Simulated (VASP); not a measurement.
# MgO (P6_3/mmc) in VASP: notebook

Runs on MgO. Level: PBE. Tasks: single point.

Everything below comes from runs of VASP 6.6.1. Logs are shortened: lines on timing, memory, paths and dates and some standing lists are left out, and cuts for length are marked.

## (1) The cell of the first run

The structure is hexagonal, space group P6_3/mmc (No. 194). The conventional cell has a = 3.416 Å, b = 3.416 Å, c = 4.027 Å, α = 90.00°, β = 90.00°, γ = 120.00°. Mg (site symmetry -6m2) has 5 O at 1.97 to 2.01 Å within 2.6 Å. Within 2.6 Å of O (site symmetry -6m2) lie 5 Mg at 1.97 to 2.01 Å.

## (2) Single point, PBE

INCAR reads:

```
SYSTEM = MgO
PREC     = Accurate       ! precision mode
ENCUT    = 520            ! plane-wave cutoff, eV
EDIFF    = 1E-7           ! SCF threshold, eV
ISMEAR   = 0              ! smearing method
SIGMA    = 0.05           ! smearing width, eV
LREAL    = .False.        ! projectors in reciprocal space
LASPH    = .True.         ! aspherical terms in the spheres
NELM     = 100            ! most SCF steps
ALGO     = Normal         ! electronic algorithm
ISIF     = 2              ! what is computed and relaxed
LWAVE    = .False.        ! write WAVECAR
LCHARG   = .True.         ! write CHGCAR
GGA      = PE             ! functional
LELF     = .True.         ! ELF
LVHAR    = .True.       
NBANDS   = 16             ! bands
```

KPOINTS reads:

```
Automatic mesh
0
Gamma
  9 9 6
  0 0 0
```

POSCAR reads:

```
MgO
1.0
    3.4157000000      0.0000000000      0.0000000000
   -1.7078500000      2.9580829717      0.0000000000
    0.0000000000      0.0000000000      4.0274000000
Mg O
2 2
Direct
    0.6666666667      0.3333333333      0.7500000000
    0.3333333333      0.6666666667      0.2500000000
    0.6666666667      0.3333333333      0.2500000000
    0.3333333333      0.6666666667      0.7500000000
```

Potentials or basis: VASP PAW PBE potentials, release 64 (Mg, O).

Launch:

```console
$ cat potpaw_PBE.64/Mg/POTCAR potpaw_PBE.64/O/POTCAR > POTCAR
$ mpirun -np 1 vasp_std > vasp.out
```

OUTCAR:

```text
SYSTEM = MgO
   PREC = Accurate
   ENCUT = 520
   EDIFF = 1E-7
   ISMEAR = 0
   LREAL = .False.
   LASPH = .True.
   NELM = 100
   ISIF = 2
   GGA = PE

 ion  position               nearest neighbor table
   1  0.667  0.333  0.750-   4 1.97   4 1.97   4 1.97   3 2.01   3 2.01   2 2.82   2 2.82   2 2.82
                             2 2.82   2 2.82   2 2.82
   2  0.333  0.667  0.250-   3 1.97   3 1.97   3 1.97   4 2.01   4 2.01   1 2.82   1 2.82   1 2.82
                             1 2.82   1 2.82   1 2.82
   3  0.667  0.333  0.250-   2 1.97   2 1.97   2 1.97   1 2.01   1 2.01
   4  0.333  0.667  0.750-   1 1.97   1 1.97   1 1.97   2 2.01   2 2.01

  LATTYP: Found a hexagonal cell.
 ALAT       =     3.4157000000
 C/A-ratio  =     1.1790848142

  Lattice vectors:

 A1 = (   3.4157000000,   0.0000000000,   0.0000000000)
 A2 = (  -1.7078500000,   2.9580829717,   0.0000000000)
 A3 = (   0.0000000000,   0.0000000000,   4.0274000000)

Analysis of symmetry for initial positions (statically):
=====================================================================
 Subroutine PRICEL returns:
 Original cell was already a primitive cell.

 Routine SETGRP: Setting up the symmetry group for a
 hexagonal supercell.

 Subroutine GETGRP returns: Found 24 space group operations
 (whereof 12 operations were pure point group operations)
 out of a pool of 24 trial point group operations.

The static configuration has the point symmetry D_3d.
 The point group associated with its full space group is D_6h.

Analysis of symmetry for dynamics (positions and initial velocities):
=====================================================================
 Subroutine PRICEL returns:
 Original cell was already a primitive cell.

 Routine SETGRP: Setting up the symmetry group for a
 hexagonal supercell.

 Subroutine GETGRP returns: Found 24 space group operations
 (whereof 12 operations were pure point group operations)
 out of a pool of 24 trial point group operations.

The dynamic configuration has the point symmetry D_3d.
 The point group associated with its full space group is D_6h.

 Subroutine INISYM returns: Found 24 space group operations
 (whereof 12 operations are pure point group operations),
 and found     1 'primitive' translations

----------------------------------------------------------------------------------------

                                     Primitive cell

  volume of cell :      40.6925

  direct lattice vectors                    reciprocal lattice vectors
     3.415700000  0.000000000  0.000000000     0.292765758  0.169028389  0.000000000
    -1.707850000  2.958082972  0.000000000     0.000000000  0.338056779  0.000000000
     0.000000000  0.000000000  4.027400000     0.000000000  0.000000000  0.248299151

  length of vectors
     3.415700000  3.415700000  4.027400000     0.338056779  0.338056779  0.248299151

  position of ions in fractional coordinates (direct lattice)
     0.666666667  0.333333333  0.750000000
     0.333333333  0.666666667  0.250000000
     0.666666667  0.333333333  0.250000000
     0.333333333  0.666666667  0.750000000

  ion indices of the primitive-cell ions
   primitive index   ion index
                 1           1
                 2           2
                 3           3
                 4           4

----------------------------------------------------------------------------------------

 KPOINTS: Automatic mesh

Automatic generation of k-mesh.
 Grid dimensions read from file:
 generate k-points for:    9    9    6

 Generating k-lattice:

  Cartesian coordinates                     Fractional coordinates (reciprocal lattice)
     0.032529529  0.018780932  0.000000000     0.111111111 -0.000000000  0.000000000
     0.000000000  0.037561864  0.000000000     0.000000000  0.111111111  0.000000000
     0.000000000  0.000000000  0.041383192     0.000000000  0.000000000  0.166666667

  Length of vectors
     0.037561864  0.037561864  0.041383192

  Shift w.r.t. Gamma in fractional coordinates (k-lattice)
     0.000000000  0.000000000  0.000000000

 Subroutine IBZKPT returns following result:
 ===========================================

 Found     48 irreducible k-points:

 Following reciprocal coordinates:
            Coordinates               Weight
  0.000000  0.000000  0.000000      1.000000
  0.111111  0.000000  0.000000      6.000000
  0.222222 -0.000000  0.000000      6.000000
  0.333333 -0.000000  0.000000      6.000000
  0.444444 -0.000000  0.000000      6.000000
  0.111111  0.111111  0.000000      6.000000
[... 16 lines left out ...]
  0.333333  0.222222  0.166667     24.000000
  0.333333  0.333333  0.166667      4.000000
 [... further k-points ...]
   k-points           NKPTS =     48   k-points in BZ     NKDIM =     48   number of bands    NBANDS=     16
   number of dos      NEDOS =    301   number of ions     NIONS =      4
   total plane-waves  NPLWV =  23520
   dimension x,y,z NGX =    28 NGY =   28 NGZ =   30
   dimension x,y,z NGXF=    56 NGYF=   56 NGZF=   60
   ions per type =               2   2
   NGX,Y,Z   is equivalent  to a cutoff of  13.63, 13.63, 12.38 a.u.
   NGXF,Y,Z  is equivalent  to a cutoff of  27.26, 27.26, 24.77 a.u.
 SYSTEM =  MgO
   PREC   = accura    normal or accurate (medium, high low for compatibility)
   ISTART =      0    job   : 0-new  1-cont  2-samecut
   ICHARG =      2    charge: 1-file 2-atom 10-const
   ISPIN  =      1    spin polarized calculation?
   LNONCOLLINEAR =      F non collinear calculations
   LSORBIT =      F    spin-orbit coupling
   LASPH  =      T    aspherical Exc in radial PAW
   ENCUT  =  520.0 eV  38.22 Ry    6.18 a.u.   6.35  6.35  7.49*2*pi/ulx,y,z
   NELM   =    100;   NELMIN=  2; NELMDL= -5     # of ELM steps
   EDIFF  = 0.1E-06   stopping-criterion for ELM
   LREAL  =      F    real-space projection
   EDIFFG = 0.1E-05   stopping-criterion for IOM
   NSW    =      0    number of steps for IOM
   IBRION =     -1    ionic relax: 0-MD 1-quasi-New 2-CG
   NFREE  =      0    steps in history (QN), initial steepest desc. (CG)
   ISIF   =      2    stress and relaxation
   ISYM   =      2    0-nonsym 1-usesym 2-fastsym
   POTIM  = 0.5000    time-step for ionic-motion
   TEBEG  =    0.0;   TEEND  =   0.0 temperature during run
   PSTRESS=    0.0 pullay stress
   NELECT =      16.0000    total number of electrons
   NUPDOWN=      -1.0000    fix difference up-down
   EMIN   =  10.00;   EMAX   =-10.00  energy-range for DOS
   EFERMI =   0.00;   METHOD = LEGACY
   ISMEAR =     0;   SIGMA  =   0.05  broadening in eV -4-tet -1-fermi 0-gaus
   EFERMI_NEDOS =   21; number of points for ismear=-14 and -15
   IALGO  =     38    algorithm
   IMIX   =      4    mixing-type and parameters
     AMIX     =   0.40;   BMIX     =  1.00
     AMIX_MAG =   1.60;   BMIX_MAG =  1.00
  volume/ion in A,a.u.               =      10.17        68.65
  Fermi-wavevector in a.u.,A,eV,Ry     =   1.199342  2.266429 19.570924  1.438422
  Thomas-Fermi vector in A             =   2.335208
   LORBIT       =      0    0 simple, 1 ext, 2 COOP (PROOUT), +10 PAW based schemes
   GGA     = PE    functional components
   LHFCALC =     F    Hartree Fock is set to
   AEXX    =    0.0000 exact exchange contribution
   IVDW    =     0    specifies the selected vdW correction
   LEPSILON=     F    determine dielectric tensor
   LRPA    =     F    only Hartree local field effects (RPA)
 non-spin polarized calculation
 Gauss-broadening in eV      SIGMA  =   0.05
  energy-cutoff  :      520.00
  volume of cell :       40.69
 maximum number of plane-waves:      1119
 NGX is ok and might be reduce to    28

 number of electron      15.9999993 magnetization

 Free energy of the ion-electron system (eV)
  ---------------------------------------------------
  ext. energy  EPLUGINS =         0.00000000
  ---------------------------------------------------
  free energy    TOTEN  =       -23.43382141 eV

  energy without entropy =      -23.43382141  energy(sigma->0) =      -23.43382141

 E-fermi :   2.8178     XC(G=0): -10.4191

 val. band max:        2.5185794745   @ k =   0.0000   0.0000   0.0000
 cond. band min:       6.3706128755   @ k =   0.0000   0.0000   0.0000
 fundamental gap:      3.8520334010
 Fermi energy:         2.8178078730

 k-point     1 :       0.0000    0.0000    0.0000
  band No.  band energies     occupation
      1     -14.7705      2.00000
      2     -13.1310      2.00000
      3      -1.3499      2.00000
      4       0.6139      2.00000
      5       0.6139      2.00000
      6       1.6440      2.00000
[... 8 lines left out ...]
     15      18.5533      0.00000
     16      19.0448      0.00000

 k-point     2 :       0.1111    0.0000    0.0000
  band No.  band energies     occupation
      1     -14.7010      2.00000
      2     -13.1444      2.00000
      3      -1.2497      2.00000
      4       0.4130      2.00000
      5       0.5092      2.00000
      6       1.3455      2.00000
[... 8 lines left out ...]
     15      18.1150      0.00000
     16      18.5245      0.00000

 k-point     3 :       0.2222   -0.0000    0.0000
  band No.  band energies     occupation
      1     -14.5092      2.00000
      2     -13.1933      2.00000
      3      -0.9617      2.00000
      4      -0.1797      2.00000
      5       0.2927      2.00000
      6       0.9181      2.00000
[... 8 lines left out ...]
     15      17.4981      0.00000
     16      17.9042      0.00000

 k-point     4 :       0.3333   -0.0000    0.0000
  band No.  band energies     occupation
      1     -14.2453      2.00000
      2     -13.2920      2.00000
      3      -0.8449      2.00000
      4      -0.5331      2.00000
      5       0.0928      2.00000
      6       0.6520      2.00000
[... 8 lines left out ...]
     15      17.2493      0.00000
     16      18.1055      0.00000

 k-point     5 :       0.4444   -0.0000    0.0000
  band No.  band energies     occupation
      1     -14.0091      2.00000
      2     -13.4190      2.00000
      3      -1.2444      2.00000
      4      -0.1037      2.00000
      5      -0.0215      2.00000
      6       0.5225      2.00000
[... 8 lines left out ...]
     15      17.8356      0.00000
     16      18.3116      0.00000

 k-point     6 :       0.1111    0.1111    0.0000
  band No.  band energies     occupation
      1     -14.5704      2.00000
      2     -13.1758      2.00000
      3      -1.0553      2.00000
      4       0.0958      2.00000
      5       0.2173      2.00000
      6       1.0944      2.00000
[... 8 lines left out ...]
     15      17.6987      0.00000
     16      17.8419      0.00000
[... 267 lines left out ...]
 k-point    21 :       0.4444    0.1111    0.1667
  band No.  band energies     occupation
      1     -13.8771      2.00000
      2     -13.4763      2.00000
      3      -1.4612      2.00000
      4      -0.2452      2.00000
      5      -0.2210      2.00000
      6       0.6172      2.00000
[... 8 lines left out ...]
     15      17.2997      0.00000
     16      18.5252      0.00000

 k-point    22 :       0.2222    0.2222    0.1667
  band No.  band energies     occupation
      1     -14.0372      2.00000
      2     -13.3876      2.00000
      3      -0.9882      2.00000
      4      -0.9038      2.00000
      5       0.2463      2.00000
      6       0.6331      2.00000
[... 8 lines left out ...]
     15      17.7653      0.00000
     16      18.7996      0.00000

 k-point    23 :       0.3333    0.2222    0.1667
  band No.  band energies     occupation
      1     -13.8279      2.00000
      2     -13.5047      2.00000
      3      -1.2894      2.00000
      4      -0.6297      2.00000
      5      -0.1648      2.00000
      6       0.8991      2.00000
[... 8 lines left out ...]
     15      17.4862      0.00000
     16      19.0953      0.00000

 k-point    24 :       0.3333    0.3333    0.1667
  band No.  band energies     occupation
      1     -13.6501      2.00000
      2     -13.6501      2.00000
      3      -1.2822      2.00000
      4      -0.4760      2.00000
      5      -0.4760      2.00000
      6       1.2699      2.00000
[... 8 lines left out ...]
     15      17.2336      0.00000
     16      19.9617      0.00000

 [... further k-points ...]
[... 5 lines left out ...]
  --------------------------------------------------------------------------------------
  -------------------------------------------------------------------------------------
  Total        3.8141076      3.8141076      5.5343209      0.0000000      0.0000000      0.0000000
  in kB      150.1719023    150.1719023    217.9014315      0.0000000      0.0000000      0.0000000
  external PRESSURE =     172.7484120 kB  Pullay stress =       0.0000000 kB

 VOLUME and BASIS-vectors are now :
 -----------------------------------------------------------------------------
  energy-cutoff  :      520.00
  volume of cell :       40.69
      direct lattice vectors                 reciprocal lattice vectors
     3.415700000  0.000000000  0.000000000     0.292765758  0.169028389  0.000000000
    -1.707850000  2.958082972  0.000000000     0.000000000  0.338056779  0.000000000
     0.000000000  0.000000000  4.027400000     0.000000000  0.000000000  0.248299151

 POSITION                                       TOTAL-FORCE (eV/Angst)
 -----------------------------------------------------------------------------------
      1.70785      0.98603      3.02055        -0.000000      0.000000      0.000000
     -0.00000      1.97206      1.00685         0.000000     -0.000000      0.000000
      1.70785      0.98603      1.00685        -0.000000     -0.000000      0.000000
     -0.00000      1.97206      3.02055         0.000000     -0.000000      0.000000
 -----------------------------------------------------------------------------------
    total drift:                               -0.000000      0.000000     -0.000000

  FREE ENERGIE OF THE ION-ELECTRON SYSTEM (eV)
  ---------------------------------------------------
  free  energy   TOTEN  =       -23.4338214103 eV

  energy  without entropy=      -23.4338214103  energy(sigma->0) =      -23.43382141
```

It took 18 s on 1 thread of Intel Xeon Platinum 8488C (Sapphire Rapids), shared host; peak memory 0.17 GiB.

What came out:

```yaml
Free_energy: -23.4338 eV
Pressure: 17.3 GPa
Band_gap_on_the_k_mesh: 3.85 eV, direct
```

## (3) Single point, PBE

This run uses another cell than the first one, of the same volume but with other edges.

INCAR reads:

```
SYSTEM = MgO
PREC = Accurate ; ENCUT = 520
EDIFF = 1E-6 ; ISMEAR = 0
SIGMA = 0.05 ; LREAL = .False.
LASPH = .True. ; NELM = 80
ALGO = Normal ; ISIF = 2
LWAVE = .False. ; LCHARG = .False.
GGA = PE ; NBANDS = 16
```

KPOINTS reads:

```
regular mesh
0
Gamma
  9 9 6
  0 0 0
```

POSCAR reads:

```
MgO
1.0
    3.3453000000      0.0000000000      0.0000000000
   -1.6726500000      2.8971147833      0.0000000000
    0.0000000000      0.0000000000      4.1970000000
Mg O
2 2
Direct
    0.6666666667      0.3333333333      0.7500000000
    0.3333333333      0.6666666667      0.2500000000
    0.6666666667      0.3333333333      0.2500000000
    0.3333333333      0.6666666667      0.7500000000
```

Potentials or basis: VASP PAW PBE potentials, release 64 (Mg, O).

Launch:

```console
$ cat potpaw_PBE.64/Mg/POTCAR potpaw_PBE.64/O/POTCAR > POTCAR
$ mpirun -np 1 vasp_std > vasp.out
```

Wall time 15 s (1 thread of Intel Xeon Platinum 8488C (Sapphire Rapids), shared host); peak memory 0.17 GiB.

The run converged. Its results:

```yaml
Free_energy: -23.4117 eV
Pressure: 17.4 GPa
Band_gap_on_the_k_mesh: 3.81 eV, direct
```

Stress tensor (GPa, compression positive):
```
20.75  0.00  0.00
 0.00 20.75  0.00
 0.00  0.00 10.60
```

Levels at points of the mesh, in eV from the valence-band top:
```tsv
k point	band 6	band 7	band 8	band 9	band 10	band 11
(0.00, 0.00, 0.00)	-1.01	-1.01	0.00	3.81	9.96	12.44
(0.00, 0.00, 0.50)	-1.46	-1.46	-1.46	6.84	6.84	13.74
```
